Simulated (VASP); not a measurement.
# Ti (I4/mmm) in VASP: a series of runs

The runs below take Ti through single point, with r2SCAN.

All numbers are computed with VASP 6.6.1; they aren't measurements. Logs are shortened: lines on timing, memory, paths and dates and some standing lists are left out, and cuts for length are marked.

## Step 1: The cell of the first run

The structure is tetragonal, space group I4/mmm (No. 139). Conventional cell: a = 3.252 Å, b = 3.252 Å, c = 3.414 Å, α = 90.00°, β = 90.00°, γ = 90.00°. Ti (site symmetry 4/mmm) has 14 Ti at 2.86 to 3.41 Å within 3.8 Å.

## Step 2: Single point, r2SCAN (strain +0.0500 x Voigt [0, 1, 0, 0, 0, 0])

POSCAR

```
Ti
1.0
   -1.6258948694      1.7071896129      1.6258948694
    1.6258948694     -1.7071896129      1.6258948694
    1.6258948694      1.7071896129     -1.6258948694
Ti
1
Direct
    0.0000000000      0.0000000000      0.0000000000
```

INCAR.step1

```
  PREC = Accurate
  ENCUT = 520
  ISMEAR = 0
  SIGMA = 0.15
  LREAL = F
  LASPH = T
  NELM = 100
  NBANDS = 12
  GGA = PE
  ALGO = Normal
  EDIFF = 1E-4
  LWAVE = T
  LCHARG = F
```

INCAR.step2

```
  PREC = Accurate
  ENCUT = 520
  EDIFF = 1E-7
  ISMEAR = 0
  SIGMA = 0.15
  LREAL = F
  LASPH = T
  NELM = 100
  ALGO = Normal
  ISIF = 2
  LWAVE = F
  LCHARG = F
  METAGGA = R2SCAN
  LMIXTAU = T
  NBANDS = 12
  ISTART = 1
```

KPOINTS

```
regular mesh
0
Gamma
  26 26 26
```

Potentials or basis: VASP PAW PBE potentials, release 64 (Ti_sv).

Started as:

```bash
$ cat potpaw_PBE.64/Ti_sv/POTCAR > POTCAR
$ cp INCAR.step1 INCAR
$ mpirun -np 1 vasp_std > vasp.out
$ cp INCAR.step2 INCAR
$ mpirun -np 1 vasp_std > vasp.out
```

OUTCAR:

```text
PREC = Accurate
   ENCUT = 520
   EDIFF = 1E-7
   ISMEAR = 0
   LREAL = F
   LASPH = T
   NELM = 100
   ISIF = 2
   METAGGA = R2SCAN
   ISTART = 1

 ion  position               nearest neighbor table
   1  0.000  0.000  0.000-

  LATTYP: Found a body centered tetragonal cell.
 ALAT       =     3.2517897388
 C/A-ratio  =     1.0500000000

  Lattice vectors:

 A1 = (  -1.6258948694,  -1.7071896129,   1.6258948694)
 A2 = (   1.6258948694,  -1.7071896129,  -1.6258948694)
 A3 = (   1.6258948694,   1.7071896129,   1.6258948694)

Analysis of symmetry for initial positions (statically):
=====================================================================
 Subroutine PRICEL returns:
 Original cell was already a primitive cell.

 Routine SETGRP: Setting up the symmetry group for a
 body centered tetragonal supercell.

 Subroutine GETGRP returns: Found 16 space group operations
 (whereof 16 operations were pure point group operations)
 out of a pool of 16 trial point group operations.

The static configuration has the point symmetry D_4h.

Analysis of symmetry for dynamics (positions and initial velocities):
=====================================================================
 Subroutine PRICEL returns:
 Original cell was already a primitive cell.

 Routine SETGRP: Setting up the symmetry group for a
 body centered tetragonal supercell.

 Subroutine GETGRP returns: Found 16 space group operations
 (whereof 16 operations were pure point group operations)
 out of a pool of 16 trial point group operations.

The dynamic configuration has the point symmetry D_4h.

 Subroutine INISYM returns: Found 16 space group operations
 (whereof 16 operations are pure point group operations),
 and found     1 'primitive' translations

----------------------------------------------------------------------------------------

                                     Primitive cell

  volume of cell :      18.0521

  direct lattice vectors                    reciprocal lattice vectors
    -1.625894869  1.707189613  1.625894869     0.000000000  0.292879008  0.307522958
     1.625894869 -1.707189613  1.625894869     0.307522958  0.000000000  0.307522958
     1.625894869  1.707189613 -1.625894869     0.307522958  0.292879008  0.000000000

  length of vectors
     2.863837395  2.863837395  2.863837395     0.424674561  0.434903138  0.424674561

  position of ions in fractional coordinates (direct lattice)
     0.000000000  0.000000000  0.000000000

  ion indices of the primitive-cell ions
   primitive index   ion index
                 1           1

----------------------------------------------------------------------------------------

 KPOINTS: regular mesh

Automatic generation of k-mesh.
 Grid dimensions read from file:
 generate k-points for:   26   26   26

 Generating k-lattice:

  Cartesian coordinates                     Fractional coordinates (reciprocal lattice)
     0.000000000  0.011264577  0.011827806     0.038461538 -0.000000000  0.000000000
     0.011827806  0.000000000  0.011827806     0.000000000  0.038461538  0.000000000
     0.011827806  0.011264577  0.000000000     0.000000000 -0.000000000  0.038461538

  Length of vectors
     0.016333637  0.016727044  0.016333637

  Shift w.r.t. Gamma in fractional coordinates (k-lattice)
     0.000000000  0.000000000  0.000000000

 Subroutine IBZKPT returns following result:
 ===========================================

 Found   1330 irreducible k-points:

 Following reciprocal coordinates:
            Coordinates               Weight
  0.000000  0.000000  0.000000      1.000000
  0.038462  0.000000 -0.000000      8.000000
  0.076923  0.000000 -0.000000      8.000000
  0.115385 -0.000000  0.000000      8.000000
  0.153846  0.000000 -0.000000      8.000000
  0.192308 -0.000000  0.000000      8.000000
[... 16 lines left out ...]
  0.307692  0.038462 -0.000000     16.000000
  0.346154  0.038462  0.000000     16.000000
 [... further k-points ...]
   k-points           NKPTS =   1330   k-points in BZ     NKDIM =   1330   number of bands    NBANDS=     12
   number of dos      NEDOS =    301   number of ions     NIONS =      1
   total plane-waves  NPLWV =  13824
   dimension x,y,z NGX =    24 NGY =   24 NGZ =   24
   dimension x,y,z NGXF=    48 NGYF=   48 NGZF=   48
   ions per type =               1
   NGX,Y,Z   is equivalent  to a cutoff of  13.93, 13.93, 13.93 a.u.
   NGXF,Y,Z  is equivalent  to a cutoff of  27.86, 27.86, 27.86 a.u.
 SYSTEM =  unknown system
   PREC   = accura    normal or accurate (medium, high low for compatibility)
   ISTART =      1    job   : 0-new  1-cont  2-samecut
   ICHARG =      0    charge: 1-file 2-atom 10-const
   ISPIN  =      1    spin polarized calculation?
   LNONCOLLINEAR =      F non collinear calculations
   LSORBIT =      F    spin-orbit coupling
   LASPH  =      T    aspherical Exc in radial PAW
   ENCUT  =  520.0 eV  38.22 Ry    6.18 a.u.   5.32  5.32  5.32*2*pi/ulx,y,z
   NELM   =    100;   NELMIN=  2; NELMDL=  0     # of ELM steps
   EDIFF  = 0.1E-06   stopping-criterion for ELM
   LREAL  =      F    real-space projection
   EDIFFG = 0.1E-05   stopping-criterion for IOM
   NSW    =      0    number of steps for IOM
   IBRION =     -1    ionic relax: 0-MD 1-quasi-New 2-CG
   NFREE  =      0    steps in history (QN), initial steepest desc. (CG)
   ISIF   =      2    stress and relaxation
   ISYM   =      2    0-nonsym 1-usesym 2-fastsym
   POTIM  = 0.5000    time-step for ionic-motion
   TEBEG  =    0.0;   TEEND  =   0.0 temperature during run
   PSTRESS=    0.0 pullay stress
   NELECT =      12.0000    total number of electrons
   NUPDOWN=      -1.0000    fix difference up-down
   EMIN   =  10.00;   EMAX   =-10.00  energy-range for DOS
   EFERMI =   0.00;   METHOD = LEGACY
   ISMEAR =     0;   SIGMA  =   0.15  broadening in eV -4-tet -1-fermi 0-gaus
   EFERMI_NEDOS =   21; number of points for ismear=-14 and -15
   IALGO  =     38    algorithm
   IMIX   =      4    mixing-type and parameters
     AMIX     =   0.40;   BMIX     =  1.00
     AMIX_MAG =   1.60;   BMIX_MAG =  1.00
  volume/ion in A,a.u.               =      18.05       121.82
  Fermi-wavevector in a.u.,A,eV,Ry     =   1.428761  2.699967 27.774375  2.041359
  Thomas-Fermi vector in A             =   2.548788
   LORBIT       =      0    0 simple, 1 ext, 2 COOP (PROOUT), +10 PAW based schemes
   METAGGA = R2SCAN    functional components
   LHFCALC =     F    Hartree Fock is set to
   AEXX    =    0.0000 exact exchange contribution
   IVDW    =     0    specifies the selected vdW correction
   LEPSILON=     F    determine dielectric tensor
   LRPA    =     F    only Hartree local field effects (RPA)
 non-spin polarized calculation
 Gauss-broadening in eV      SIGMA  =   0.15
  energy-cutoff  :      520.00
  volume of cell :       18.05
 maximum number of plane-waves:       506
 NGX is ok and might be reduce to    24
   NGX = 11   NGY = 11   NGZ = 11

 number of electron      12.0000002 magnetization

 Free energy of the ion-electron system (eV)
  ---------------------------------------------------
  ext. energy  EPLUGINS =         0.00000000
  ---------------------------------------------------
  free energy    TOTEN  =       -12.81871964 eV

  energy without entropy =      -12.79184033  energy(sigma->0) =      -12.80527998

 E-fermi :   7.7283     XC(G=0): -12.2040

 val. band max:        7.7282444247   @ k =  -0.3462  -0.4615   0.0385
 cond. band min:       7.7292082668   @ k =  -0.1923   0.3462   0.0769
 fundamental gap:      0.0009638421
 Fermi energy:         7.7282580599

 k-point     1 :       0.0000    0.0000    0.0000
  band No.  band energies     occupation
      1     -51.2841      2.00000
      2     -26.1296      2.00000
      3     -26.1296      2.00000
      4     -26.1250      2.00000
      5       1.4637      2.00000
      6       8.7113      0.00000
      7       8.7113      0.00000
      8       9.0697      0.00000
      9      10.2923      0.00000
     10      10.7018      0.00000
     11      24.9647      0.00000
     12      25.8483      0.00000

 k-point     2 :       0.0385    0.0000   -0.0000
  band No.  band energies     occupation
      1     -51.2824      2.00000
      2     -26.1372      2.00000
      3     -26.1323      2.00000
      4     -26.1267      2.00000
      5       1.5139      2.00000
      6       8.7058      0.00000
      7       8.7184      0.00000
      8       9.0756      0.00000
      9      10.2732      0.00000
     10      10.6924      0.00000
     11      24.9394      0.00000
     12      25.7726      0.00000

 k-point     3 :       0.0769    0.0000   -0.0000
  band No.  band energies     occupation
      1     -51.2775      2.00000
      2     -26.1641      2.00000
      3     -26.1402      2.00000
      4     -26.1271      2.00000
      5       1.6631      2.00000
      6       8.6849      0.00000
      7       8.7147      0.00000
      8       9.1192      0.00000
      9      10.2201      0.00000
     10      10.6704      0.00000
     11      24.8136      0.00000
     12      25.5713      0.00000
[... 286 lines left out ...]
 k-point    23 :       0.3077    0.0385   -0.0000
  band No.  band energies     occupation
      1     -51.1989      2.00000
      2     -26.5838      2.00000
      3     -26.2643      2.00000
      4     -26.1316      2.00000
      5       4.3586      2.00000
      6       7.8864      0.13589
      7       7.9035      0.09845
      8      10.1863      0.00000
      9      10.7652      0.00000
     10      10.9901      0.00000
     11      19.1977      0.00000
     12      22.7085      0.00000

 k-point    24 :       0.3462    0.0385    0.0000
  band No.  band energies     occupation
      1     -51.1875      2.00000
      2     -26.6422      2.00000
      3     -26.2827      2.00000
      4     -26.1315      2.00000
      5       4.7511      2.00000
      6       7.7673      0.71314
      7       7.9308      0.05623
      8      10.2390      0.00000
      9      10.8140      0.00000
     10      11.3413      0.00000
     11      18.2070      0.00000
     12      22.2649      0.00000

 [... further k-points ...]

------------------------ aborting loop because EDIFF is reached ----------------------------------------

  FORCE on cell =-STRESS in cart. coord.  units (eV):
  Direction    XX          YY          ZZ          XY          YZ          ZX
  --------------------------------------------------------------------------------------
  -------------------------------------------------------------------------------------
  Total       -0.5660741     -0.3616079     -0.5660741      0.0000000      0.0000000      0.0000000
  in kB      -50.2408770    -32.0938501    -50.2408770      0.0000000      0.0000000      0.0000000
  external PRESSURE =     -44.1918680 kB  Pullay stress =       0.0000000 kB

 VOLUME and BASIS-vectors are now :
 -----------------------------------------------------------------------------
  energy-cutoff  :      520.00
  volume of cell :       18.05
      direct lattice vectors                 reciprocal lattice vectors
    -1.625894869  1.707189613  1.625894869     0.000000000  0.292879008  0.307522958
     1.625894869 -1.707189613  1.625894869     0.307522958  0.000000000  0.307522958
     1.625894869  1.707189613 -1.625894869     0.307522958  0.292879008  0.000000000

 POSITION                                       TOTAL-FORCE (eV/Angst)
 -----------------------------------------------------------------------------------
      0.00000      0.00000      0.00000         0.000000      0.000000      0.000000
 -----------------------------------------------------------------------------------
    total drift:                                0.000000      0.000000      0.000000

  FREE ENERGIE OF THE ION-ELECTRON SYSTEM (eV)
  ---------------------------------------------------
  free  energy   TOTEN  =       -12.8187196404 eV

  energy  without entropy=      -12.7918403269  energy(sigma->0) =      -12.80527998
```

It took 7 min on 1 thread of Intel Xeon 6975P-C (Granite Rapids), shared host; peak memory 0.38 GiB.

What came out:

| Quantity | Value |
| --- | --- |
| Free energy | -12.8187 eV |
| Pressure | -4.4 GPa |
| Band gap on the k mesh | zero (bands 6 and 7 overlap by 1.73 eV) |

Stress tensor (GPa, compression positive):
```
-5.02  0.00  0.00
 0.00 -3.21  0.00
 0.00  0.00 -5.02
```

Caveat: the cell differs from its parent crystal (strain +0.0500 x Voigt [0, 1, 0, 0, 0, 0]); the cell stands under tension; the PAW data sets were made with another functional, which shifts forces and pressure a little.

[end of part 1 of 2]
